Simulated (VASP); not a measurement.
AgRh:

```
Ag Rh
1.0
     2.81414    0.00000    0.00000
    -1.40707    2.43712    0.00000
     0.00000    0.00000    4.87188
Ag Rh
1 1
Direct
  0.00000 0.00000 0.50000
  0.66667 0.33333 0.00000
```

Base run:

| Item | Value |
| --- | --- |
| Program | VASP 6.6.1 |
| Functional | LDA |
| Potentials or basis | VASP PAW LDA potentials, release 64 (Ag, Rh_pv) |
| Cutoff | 520 eV |
| k mesh | 11 × 11 × 6 |
| Occupations | fermi-dirac, width 0.05 eV |
| Spin | no spin polarisation |

Its results: band gap on the k mesh zero (bands 13 and 14 overlap by 1.23 eV); pressure -19.5 GPa.

Q: The run is repeated on the same cell with these changes: functional from LDA to r2SCAN; potentials or basis from VASP PAW LDA potentials, release 64 (Ag, Rh_pv) to VASP PAW PBE potentials, release 64 (Ag, Rh_pv). What comes out?

A: Band gap on the k mesh zero (bands 13 and 14 overlap by 1.29 eV); pressure -11.1 GPa.

Caveats: the cell stands under tension; the PAW data sets were made with another functional, which shifts forces and pressure a little (at least some runs).
